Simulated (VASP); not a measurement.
# TiNb3B (P-62m) in VASP: relaxation of cell and atoms with PBE

Aim: the relaxation of cell and atoms of TiNb3B with PBE.

Program: VASP 6.6.1. These are calculated values, not measurements. Logs are shortened: lines on timing, memory, paths and dates and some standing lists are left out, and cuts for length are marked.

**1. The cell of the first run**

The structure is hexagonal, space group P-62m (No. 189). The conventional cell has a = 4.079 Å, b = 4.079 Å, c = 4.719 Å, α = 90.00°, β = 90.00°, γ = 120.00°. Within 2.5 Å of Ti (site symmetry -62m) lie 6 Nb at 1.87 to 2.21 Å and 2 B at 2.36 Å. Nb (site symmetry m2m) has 2 Ti at 1.87 to 2.21 Å and 4 Nb at 2.06 Å within 2.5 Å. Within 3.1 Å of B (site symmetry -62m) lie 2 Ti at 2.36 Å and 6 Nb at 3.01 Å.

The cell was generated, and may not be a known phase.

**2. Relaxation of cell and atoms, PBE**

Input file INCAR:

```
ALGO = Normal ; EDIFF = 1E-7
EDIFFG = -0.04 ; ENCUT = 600
GGA = PE ; IBRION = 2
ISIF = 3 ; ISMEAR = 0
LASPH = T ; LCHARG = F
LREAL = F ; LWAVE = F
NELM = 60 ; NSW = 90
PREC = Accurate ; SIGMA = 0.1
```

Input file KPOINTS:

```
k-points
0
Gamma
  6 6 4
```

Input file POSCAR:

```
TiNb3B
1.0
    4.0794921100      0.0000000000      0.0000000000
   -2.0397460500      3.5329438000      0.0000000000
    0.0000000000      0.0000000000      4.7192314800
Ti Nb B
1 3 1
Direct
    0.0000000000      0.0000000000      0.5000000000
    0.4577050400      0.0000000000      0.5000000000
    0.0000000000      0.4577050400      0.5000000000
    0.5422949600      0.5422949600      0.5000000000
    0.0000000000      0.0000000000      0.0000000000
```

Potentials or basis: VASP PAW PBE potentials, release 64 (Ti_sv, Nb_sv, B).

On the command line:

```console
> cat potpaw_PBE.64/Ti_sv/POTCAR potpaw_PBE.64/Nb_sv/POTCAR potpaw_PBE.64/B/POTCAR > POTCAR
> mpirun -np 1 vasp_std > vasp.out
```

OUTCAR:

```text
EDIFF = 1E-7
   EDIFFG = -0.04
   ENCUT = 600
   GGA = PE
   IBRION = 2
   ISIF = 3
   ISMEAR = 0
   LASPH = T
   LREAL = F
   NELM = 60
   NSW = 90
   PREC = Accurate

 ion  position               nearest neighbor table
   1  0.000  0.000  0.500-   3 1.87   2 1.87   4 1.87   3 2.21   2 2.21   4 2.21   5 2.36   5 2.36

   2  0.458  0.000  0.500-   1 1.87   4 2.06   4 2.06   3 2.06   3 2.06   1 2.21
   3  0.000  0.458  0.500-   1 1.87   4 2.06   2 2.06   4 2.06   2 2.06   1 2.21
   4  0.542  0.542  0.500-   1 1.87   2 2.06   2 2.06   3 2.06   3 2.06   1 2.21
   5  0.000  0.000  0.000-   1 2.36   1 2.36

  LATTYP: Found a hexagonal cell.
 ALAT       =     4.0794921100
 C/A-ratio  =     1.1568183864

  Lattice vectors:

 A1 = (   4.0794921100,   0.0000000000,   0.0000000000)
 A2 = (  -2.0397460500,   3.5329438000,   0.0000000000)
 A3 = (   0.0000000000,   0.0000000000,   4.7192314800)

Analysis of symmetry for initial positions (statically):
=====================================================================
 Subroutine PRICEL returns:
 Original cell was already a primitive cell.

 Routine SETGRP: Setting up the symmetry group for a
 hexagonal supercell.

 Subroutine GETGRP returns: Found 12 space group operations
 (whereof 12 operations were pure point group operations)
 out of a pool of 24 trial point group operations.

The static configuration has the point symmetry D_3h.

Analysis of symmetry for dynamics (positions and initial velocities):
=====================================================================
 Subroutine PRICEL returns:
 Original cell was already a primitive cell.

 Routine SETGRP: Setting up the symmetry group for a
 hexagonal supercell.

 Subroutine GETGRP returns: Found 12 space group operations
 (whereof 12 operations were pure point group operations)
 out of a pool of 24 trial point group operations.

The dynamic configuration has the point symmetry D_3h.

 Subroutine INISYM returns: Found 12 space group operations
 (whereof 12 operations are pure point group operations),
 and found     1 'primitive' translations

----------------------------------------------------------------------------------------

                                     Primitive cell

  volume of cell :      68.0165

  direct lattice vectors                    reciprocal lattice vectors
     4.079492110  0.000000000  0.000000000     0.245128554  0.141525036  0.000000000
    -2.039746050  3.532943800  0.000000000     0.000000000  0.283050073  0.000000000
     0.000000000  0.000000000  4.719231480     0.000000000  0.000000000  0.211898909

  length of vectors
     4.079492110  4.079492106  4.719231480     0.283050073  0.283050073  0.211898909

  position of ions in fractional coordinates (direct lattice)
     0.000000000  0.000000000  0.500000000
     0.457705040  0.000000000  0.500000000
     0.000000000  0.457705040  0.500000000
     0.542294960  0.542294960  0.500000000
     0.000000000  0.000000000  0.000000000

  ion indices of the primitive-cell ions
   primitive index   ion index
                 1           1
                 2           2
                 3           3
                 4           4
                 5           5

----------------------------------------------------------------------------------------

 KPOINTS: k-points

Automatic generation of k-mesh.
 Grid dimensions read from file:
 generate k-points for:    6    6    4

 Generating k-lattice:

  Cartesian coordinates                     Fractional coordinates (reciprocal lattice)
     0.040854759  0.023587506  0.000000000     0.166666667  0.000000000  0.000000000
     0.000000000  0.047175012  0.000000000     0.000000000  0.166666667  0.000000000
     0.000000000  0.000000000  0.052974727     0.000000000  0.000000000  0.250000000

  Length of vectors
     0.047175012  0.047175012  0.052974727

  Shift w.r.t. Gamma in fractional coordinates (k-lattice)
     0.000000000  0.000000000  0.000000000

 Subroutine IBZKPT returns following result:
 ===========================================

 Found     21 irreducible k-points:

 Following reciprocal coordinates:
            Coordinates               Weight
  0.000000  0.000000  0.000000      1.000000
  0.166667 -0.000000  0.000000      6.000000
  0.333333 -0.000000  0.000000      6.000000
  0.500000 -0.000000  0.000000      3.000000
  0.166667  0.166667  0.000000      6.000000
  0.333333  0.166667  0.000000     12.000000
[... 13 lines left out ...]
  0.333333  0.166667  0.500000     12.000000
  0.333333  0.333333  0.500000      2.000000
   k-points           NKPTS =     21   k-points in BZ     NKDIM =     21   number of bands    NBANDS=     32
   number of dos      NEDOS =    301   number of ions     NIONS =      5
   total plane-waves  NPLWV =  51840
   dimension x,y,z NGX =    36 NGY =   36 NGZ =   40
   dimension x,y,z NGXF=    72 NGYF=   72 NGZF=   80
   ions per type =               1   3   1
   NGX,Y,Z   is equivalent  to a cutoff of  14.67, 14.67, 14.09 a.u.
   NGXF,Y,Z  is equivalent  to a cutoff of  29.34, 29.34, 28.18 a.u.
 SYSTEM =  unknown system
   PREC   = accura    normal or accurate (medium, high low for compatibility)
   ISTART =      0    job   : 0-new  1-cont  2-samecut
   ICHARG =      2    charge: 1-file 2-atom 10-const
   ISPIN  =      1    spin polarized calculation?
   LNONCOLLINEAR =      F non collinear calculations
   LSORBIT =      F    spin-orbit coupling
   LASPH  =      T    aspherical Exc in radial PAW
   ENCUT  =  600.0 eV  44.10 Ry    6.64 a.u.   8.15  8.15  9.43*2*pi/ulx,y,z
   NELM   =     60;   NELMIN=  2; NELMDL= -5     # of ELM steps
   EDIFF  = 0.1E-06   stopping-criterion for ELM
   LREAL  =      F    real-space projection
   EDIFFG = -.4E-01   stopping-criterion for IOM
   NSW    =     90    number of steps for IOM
   IBRION =      2    ionic relax: 0-MD 1-quasi-New 2-CG
   NFREE  =      1    steps in history (QN), initial steepest desc. (CG)
   ISIF   =      3    stress and relaxation
   ISYM   =      2    0-nonsym 1-usesym 2-fastsym
   POTIM  = 0.5000    time-step for ionic-motion
   TEBEG  =    0.0;   TEEND  =   0.0 temperature during run
   PSTRESS=    0.0 pullay stress
   NELECT =      54.0000    total number of electrons
   NUPDOWN=      -1.0000    fix difference up-down
   EMIN   =  10.00;   EMAX   =-10.00  energy-range for DOS
   EFERMI =   0.00;   METHOD = LEGACY
   ISMEAR =     0;   SIGMA  =   0.10  broadening in eV -4-tet -1-fermi 0-gaus
   EFERMI_NEDOS =   21; number of points for ismear=-14 and -15
   IALGO  =     38    algorithm
   IMIX   =      4    mixing-type and parameters
     AMIX     =   0.40;   BMIX     =  1.00
     AMIX_MAG =   1.60;   BMIX_MAG =  1.00
  volume/ion in A,a.u.               =      13.60        91.80
  Fermi-wavevector in a.u.,A,eV,Ry     =   1.515891  2.864619 31.265186  2.297926
  Thomas-Fermi vector in A             =   2.625354
   LORBIT       =      0    0 simple, 1 ext, 2 COOP (PROOUT), +10 PAW based schemes
   GGA     = PE    functional components
   LHFCALC =     F    Hartree Fock is set to
   AEXX    =    0.0000 exact exchange contribution
   IVDW    =     0    specifies the selected vdW correction
   LEPSILON=     F    determine dielectric tensor
   LRPA    =     F    only Hartree local field effects (RPA)
 conjugate gradient relaxation of ions
 non-spin polarized calculation
 Gauss-broadening in eV      SIGMA  =   0.10
  energy-cutoff  :      600.00
  volume of cell :       68.02
 maximum number of plane-waves:      2293
 NGX is ok and might be reduce to    36
   NGX = 17   NGY = 17   NGZ = 19

--------------------------------------- Ionic step        1  -------------------------------------------

 number of electron      54.0000001 magnetization

 Free energy of the ion-electron system (eV)
  ---------------------------------------------------
  ext. energy  EPLUGINS =         0.00000000
  ---------------------------------------------------
  free energy    TOTEN  =        -9.99124534 eV

  energy without entropy =       -9.97499986  energy(sigma->0) =       -9.98312260

 E-fermi :  11.6809     XC(G=0): -12.1025

 val. band max:       11.6476228478   @ k =   0.1667  -0.0000   0.2500
 cond. band min:      11.7074378404   @ k =   0.1667   0.1667   0.5000
 fundamental gap:      0.0598149925
 Fermi energy:        11.6808982249

 k-point     1 :       0.0000    0.0000    0.0000
  band No.  band energies     occupation
      1     -47.4381      2.00000
      2     -43.4994      2.00000
      3     -42.6475      2.00000
      4     -42.6475      2.00000
      5     -27.1791      2.00000
      6     -27.0446      2.00000
[... 834 lines left out ...]
  FREE ENERGIE OF THE ION-ELECTRON SYSTEM (eV)
  ---------------------------------------------------
  free  energy   TOTEN  =       -31.7070603622 eV

  energy  without entropy=      -31.6510817941  energy(sigma->0) =      -31.67907108

 E-fermi :   4.0284     XC(G=0):  -9.1135

 val. band max:        4.0198533075   @ k =   0.3333   0.1667   0.0000
 cond. band min:       4.0410106511   @ k =   0.3333   0.3333   0.5000
 fundamental gap:      0.0211573436
 Fermi energy:         4.0283890072

 k-point     1 :       0.0000    0.0000    0.0000
  band No.  band energies     occupation
      1     -52.7386      2.00000
      2     -51.3257      2.00000
      3     -51.2480      2.00000
      4     -51.2480      2.00000
      5     -29.1097      2.00000
      6     -29.1097      2.00000
[... 724 lines left out ...]
     31       4.1629      0.05721
     32       5.4709      0.00000

 E-fermi :   5.8533     XC(G=0):  -9.9352

 val. band max:        5.8473596611   @ k =   0.1667  -0.0000   0.0000
 cond. band min:       5.8627867710   @ k =   0.1667   0.1667   0.0000
 fundamental gap:      0.0154271099
 Fermi energy:         5.8532736346

 k-point     1 :       0.0000    0.0000    0.0000
  band No.  band energies     occupation
      1     -50.3882      2.00000
      2     -49.1470      2.00000
      3     -48.8545      2.00000
      4     -48.8545      2.00000
      5     -27.0565      2.00000
      6     -27.0565      2.00000
[... 724 lines left out ...]
     31       6.0825      0.00119
     32       6.8415      0.00000

[... ionic steps 4 to 11 ...]

--------------------------------------- Ionic step       12  -------------------------------------------

 number of electron      54.0000001 magnetization

------------------------ aborting loop because EDIFF is reached ----------------------------------------

  FORCE on cell =-STRESS in cart. coord.  units (eV):
  Direction    XX          YY          ZZ          XY          YZ          ZX
  --------------------------------------------------------------------------------------
  -------------------------------------------------------------------------------------
  Total       -0.0142122     -0.0142122      0.0843381     -0.0000000      0.0000000      0.0000000
  in kB       -0.2198688     -0.2198688      1.3047504     -0.0000000      0.0000000      0.0000000
  external PRESSURE =       0.2883376 kB  Pullay stress =       0.0000000 kB
[... 63 lines left out ...]
  energy  without entropy=      -37.1073218896  energy(sigma->0) =      -37.12661946

--------------------------------------- Ionic step       14  -------------------------------------------

 number of electron      54.0000001 magnetization

 Free energy of the ion-electron system (eV)
  ---------------------------------------------------
  ext. energy  EPLUGINS =         0.00000000
  ---------------------------------------------------
  free energy    TOTEN  =       -37.14698032 eV

  energy without entropy =      -37.10907568  energy(sigma->0) =      -37.12802800

 E-fermi :   7.1145     XC(G=0): -10.5567

 val. band max:        7.0951889217   @ k =   0.5000  -0.0000   0.5000
 cond. band min:       7.1157205815   @ k =   0.1667   0.1667   0.0000
 fundamental gap:      0.0205316598
 Fermi energy:         7.1144535335

 k-point     1 :       0.0000    0.0000    0.0000
  band No.  band energies     occupation
      1     -48.8979      2.00000
      2     -47.9601      2.00000
      3     -47.6953      2.00000
      4     -47.6953      2.00000
      5     -25.5935      2.00000
      6     -25.5935      2.00000
[... 756 lines left out ...]
  FREE ENERGIE OF THE ION-ELECTRON SYSTEM (eV)
  ---------------------------------------------------
  free  energy   TOTEN  =       -37.1469803219 eV

  energy  without entropy=      -37.1090756795  energy(sigma->0) =      -37.12802800

 reached required accuracy - stopping structural energy minimisation
```

Run time: 11 min. Hardware: 1 thread of Intel Xeon 6975P-C (Granite Rapids), shared host; peak memory 0.26 GiB.

Results:

```
Free energy                           : -37.1470 eV
Relaxed volume                        : 20.76 Å³/atom
Relaxed cell                          : a = 5.410 Å, b = 5.410 Å, c = 4.096 Å, α = 90.00°, β = 90.00°, γ = 120.00°
Space group after relaxing (to 0.1 Å) : P-62m (No. 189)
Pressure after relaxing               : -0.2 GPa
Largest force after relaxing          : 0.029 eV/Å
Band gap on the k mesh                : zero (bands 27 and 28 overlap by 1.70 eV)
```

Forces in eV/Å, atoms in the order of the input:
```
Ti   0.000  0.000  0.000
Nb  -0.029  0.000  0.000
Nb   0.015 -0.025  0.000
Nb   0.015  0.025  0.000
B    0.000  0.000  0.000
```

Final structure:
```
CELL_PARAMETERS angstrom
5.41029 0.00000 0.00000
-2.70515 4.68545 0.00000
0.00000 0.00000 4.09557
ATOMIC_POSITIONS crystal
Ti 0.00000 0.00000 0.50000
Nb 0.48453 0.00000 0.50000
Nb 0.00000 0.48453 0.50000
Nb 0.51547 0.51547 0.50000
B 0.00000 0.00000 0.00000
```

Levels at points of the mesh, in eV from the Fermi level:
```tsv
k point	band 24	band 25	band 26	band 27	band 28	band 29	band 30	band 31
(0.00, 0.00, 0.00)	-1.58	-1.54	-0.37	-0.37	0.46	0.46	0.64	0.64
(0.50, 0.00, 0.00)	-0.90	-0.88	-0.82	-0.64	-0.13	-0.05	0.00	0.51
(0.00, 0.00, 0.50)	-2.89	-1.97	0.67	0.67	1.11	1.31	1.92	1.92
(0.50, 0.00, 0.50)	-1.69	-0.68	-0.38	-0.07	-0.02	0.46	0.51	0.69
```

Caveat: the volume moved by over 15 % at a fixed basis, so the end points are rough; the highest band is partly filled, so the run has too few bands.

The gap in the log of VASP goes by the Fermi energy; the results here count the filled bands.